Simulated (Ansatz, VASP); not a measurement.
**Co in VASP and in Ansatz**

INCAR

```
PREC = Accurate
ENCUT = 520
EDIFF = 1E-6
ISMEAR = -1
SIGMA = 0.05
LREAL = False
LASPH = True
NELM = 150
ALGO = Normal
ISIF = 2
LWAVE = False
LCHARG = True
ISPIN = 2
MAGMOM = 1.657 1.698 1.698
LORBIT = 11
LMAXMIX = 4
GGA = PS
LELF = True
LVHAR = True
NBANDS = 24
```

The input KPOINTS:

```
Automatic mesh
0
Gamma
  11 11 15
```

The input POSCAR:

```
Co
1.0
    3.9536796091      0.0000000000      0.0000000000
   -1.9768398046      3.4239869799      0.0000000000
    0.0000000000      0.0000000000      2.4357252710
Co
3
Direct
    0.0000000000      1.0000000000      0.0000000000
    0.3333333333      0.6666666667      0.5000000000
    0.6666666667      0.3333333333      0.5000000000
```

Input for Ansatz:

```yaml
crystal:
  lattice:
    - [3.9536796091, 0.0, 0.0]
    - [-1.9768398046, 3.4239869799, 0.0]
    - [0.0, 0.0, 2.435725271]
  atoms:
    - { symbol: Co, position: [0.0, 1.0, 0.0], spin: 1.657 }
    - { symbol: Co, position: [0.3333333333, 0.6666666667, 0.5], spin: 1.698 }
    - { symbol: Co, position: [0.6666666667, 0.3333333333, 0.5], spin: 1.698 }
hamiltonian:
  xc: pbesol
  pseudopotentials:
    kind: paw
    azcp:
      Co: "pseudopotentials/Co.paw.azcp"
basis:
  ecutwfc: 420
  fft_grid_basis: typed
kpoints:
  mp_grid: { grid: [11, 11, 15], shift: [0, 0, 0] }
magnetization:
  spin_polarized: true
scf:
  occupations: { method: fermi_dirac, width: 0.05 }
  lower_state_search: "off"
output:
  stress: true
```

Alike in both runs: task single point; functional PBEsol; k mesh 11 × 11 × 15; occupations fermi-dirac, width 0.05 eV; collinear spin.

|  | VASP | Ansatz |
| --- | --- | --- |
| version | VASP 6.6.1 | Ansatz 0.2.0 |
| potentials or method | VASP PAW PBE potentials, release 64 (Co), cutoff 520 eV | plane waves (420 eV) with PAW, scalar-relativistic |
| valence electrons in the cell | 27 | 51 |

Ansatz gave:

```
pressure (GPa)                                                : -8.6
traceless stress, the component that is largest in VASP (GPa) : 0.26
net moment per atom (μB)                                      : 1.65
size of the moment on the site where the two differ most (μB) : 1.68
```

Question: Which values does VASP return?

Answer: Pressure (GPa): -9.3; traceless stress, the component that is largest in VASP (GPa): 0.32; net moment per atom (μB): 1.64; size of the moment on the site where the two differ most (μB): 1.62.

VASP's potentials were made for PBE, not for PBEsol, and Ansatz warns of the same on its side. Site moments also hang on the region over which each program counts them. VASP's potentials hold 27 valence electrons a cell and Ansatz's 51, so a difference there can come from the potentials and not from the codes.
